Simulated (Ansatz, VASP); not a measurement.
# ScAl3: VASP beside Ansatz

The input POSCAR:

```
ScAl3
1.0
    4.0853436157      0.0000000000      0.0000000000
    0.0000000000      4.0853436157      0.0000000000
    0.0000000000      0.0000000000      4.0853436157
Sc Al
1 3
Direct
    0.0000000000      0.0000000000      0.0000000000
    0.5000000000      0.0000000000      0.5000000000
    0.0000000000      0.5000000000      0.5000000000
    0.5000000000      0.5000000000      0.0000000000
```

File INCAR.step1:

```
SYSTEM = ScAl3
  PREC = Accurate
  ENCUT = 520
  ISMEAR = 0
  SIGMA = 0.05
  LREAL = .FALSE.
  LASPH = .TRUE.
  NELM = 60
  NBANDS = 18
  GGA = PE
  ALGO = Normal
  EDIFF = 1E-4
  LWAVE = .TRUE.
  LCHARG = .FALSE.
```

INCAR.step2

```
SYSTEM = ScAl3
  PREC = Accurate
  ENCUT = 520
  EDIFF = 1E-6
  ISMEAR = 0
  SIGMA = 0.05
  LREAL = .FALSE.
  LASPH = .TRUE.
  NELM = 60
  ALGO = Normal
  ISIF = 2
  LWAVE = .FALSE.
  LCHARG = .TRUE.
  METAGGA = R2SCAN
  LMIXTAU = .TRUE.
  LELF = .TRUE.
  LVHAR = .TRUE.
  NBANDS = 18
  ISTART = 1
```

Contents of KPOINTS:

```
Automatic mesh
0
G
  10 10 10
  0 0 0
```

Input for Ansatz:

```yaml
crystal:
  lattice:
    - [4.0853436157, 0.0, 0.0]
    - [0.0, 4.0853436157, 0.0]
    - [0.0, 0.0, 4.0853436157]
  atoms:
    - { symbol: Sc, position: [0.0, 0.0, 0.0] }
    - { symbol: Al, position: [0.5, 0.0, 0.5] }
    - { symbol: Al, position: [0.0, 0.5, 0.5] }
    - { symbol: Al, position: [0.5, 0.5, 0.0] }
basis:
  ecutwfc: 500
  ecutrho_ratio: 4
kpoints:
  mp_grid: { grid: [10, 10, 10] }
  band_path:
    path:
      - [[0.0, 0.0, 0.0], [0.0, 0.5, 0.0], [0.5, 0.5, 0.0], [0.0, 0.0, 0.0], [0.5, 0.5, 0.5], [0.0, 0.5, 0.0]]
      - [[0.5, 0.5, 0.5], [0.5, 0.5, 0.0]]
    npoints: 14
hamiltonian:
  xc: r2scan
scf:
  occupations: { method: gaussian, width: 0.05 }
  n_extra_bands: 19
output:
  forces: true
  stress: true
  eigenvalues: true
  populations: true
  dos: { projected: true, de: 0.02, nscf_kmesh: { grid: [15, 15, 15] } }
  bader: true
```

Alike in both runs: task single point; functional r2SCAN; k mesh 10 × 10 × 10; occupations gaussian, width 0.05 eV; no spin polarisation.

```csv
,VASP,Ansatz
version,VASP 6.6.1,Ansatz 0.2.0
potentials or method,"VASP PAW PBE potentials, release 64 (Sc_sv, Al), cutoff 520 eV","scalar-relativistic, plane waves, PAW"
valence electrons in the cell,20,20
```

|  | VASP | Ansatz | Ansatz less VASP |
| --- | --- | --- | --- |
| gap on the k mesh at the Fermi level (eV) | none | none | - |
| pressure (GPa) | 0.0 | 0.0 | 0.00 |

VASP's potentials were made for PBE, not for r2SCAN. A gap of «none» marks a metal or a gap that the smearing closes.
